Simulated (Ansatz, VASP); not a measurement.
Mg6O5 in VASP and in Ansatz

INCAR

```
ALGO = Normal
EDIFF = 1E-6
ENCUT = 520
GGA = PS
ISIF = 2
ISMEAR = 0
LASPH = True
LCHARG = False
LREAL = False
LWAVE = False
NBANDS = 32
NELM = 100
PREC = Accurate
SIGMA = 0.05
```

KPOINTS

```
k-points
0
Gamma
  4 4 4
```

Contents of POSCAR:

```
Mg6O5
1.0
    5.5908553621      0.0000000000      0.0000000000
    0.0000000000      5.5908553621      0.0000000000
    0.0000000000      0.0000000000      5.5908553621
Mg O
6 5
Direct
    0.2500000000      0.0000000000      0.5000000000
    0.0000000000      0.5000000000      0.2500000000
    0.5000000000      0.7500000000      0.0000000000
    0.7500000000      0.0000000000      0.5000000000
    0.0000000000      0.5000000000      0.7500000000
    0.5000000000      0.2500000000      0.0000000000
    0.5000000000      0.0000000000      0.2500000000
    0.0000000000      0.7500000000      0.5000000000
    0.8750000000      0.4373977724      0.0000000000
    0.5000000000      0.0000000000      0.7500000000
    0.0000000000      0.2500000000      0.5000000000
```

Input for Ansatz:

```yaml
crystal:
  lattice:
    - [5.5908553621, 0.0, 0.0]
    - [0.0, 5.5908553621, 0.0]
    - [0.0, 0.0, 5.5908553621]
  atoms:
    - { symbol: Mg, position: [0.25, 0.0, 0.5] }
    - { symbol: Mg, position: [0.0, 0.5, 0.25] }
    - { symbol: Mg, position: [0.5, 0.75, 0.0] }
    - { symbol: Mg, position: [0.75, 0.0, 0.5] }
    - { symbol: Mg, position: [0.0, 0.5, 0.75] }
    - { symbol: Mg, position: [0.5, 0.25, 0.0] }
    - { symbol: O, position: [0.5, 0.0, 0.25] }
    - { symbol: O, position: [0.0, 0.75, 0.5] }
    - { symbol: O, position: [0.875, 0.4373977724, 0.0] }
    - { symbol: O, position: [0.5, 0.0, 0.75] }
    - { symbol: O, position: [0.0, 0.25, 0.5] }
basis:
  ecutwfc: 420
kpoints:
  mp_grid: { grid: [4, 4, 4] }
hamiltonian:
  xc: pbesol
  pseudopotentials: { kind: paw, azcp: { folder: soft_1 } }
scf:
  occupations: { method: gaussian, width: 0.05 }
output:
  forces: true
  stress: true
  eigenvalues: true
  write_density: true
  write_potential: true
  elf: true
  volumetric_format: npy
```

Change from the starting cell: O vacancy; atom 9 moved 0.250 of the way to it and -0.350 Å across, host rigid.

Alike in both runs: task single point; functional PBEsol; k mesh 4 × 4 × 4; occupations gaussian, width 0.05 eV; no spin polarisation.

|  | VASP | Ansatz |
| --- | --- | --- |
| version | VASP 6.6.1 | Ansatz 0.2.0 |
| potentials or method | VASP PAW PBE potentials, release 64 (Mg, O), cutoff 520 eV | scalar-relativistic, plane waves, PAW |
| valence electrons in the cell | 42 | 90 |

```csv
,VASP,Ansatz,Ansatz less VASP
gap on the k mesh at the Fermi level (eV),0.59,0.58,-0.006
least direct gap on the mesh (eV),1.63,1.63,-0.006
pressure (GPa),7.6,7.4,-0.26
"traceless stress, the component that is largest in VASP (GPa)",11.46,10.88,-0.581
rms of the force components (eV/Å),2.597,2.473,-0.1238
```

VASP's potentials were made for PBE, not for PBEsol, and Ansatz warns of the same on its side. Atom by atom the forces differ by 0.125 eV/Å (rms over components). VASP's potentials hold 42 valence electrons a cell and Ansatz's 90, so a difference there can come from the potentials and not from the codes.
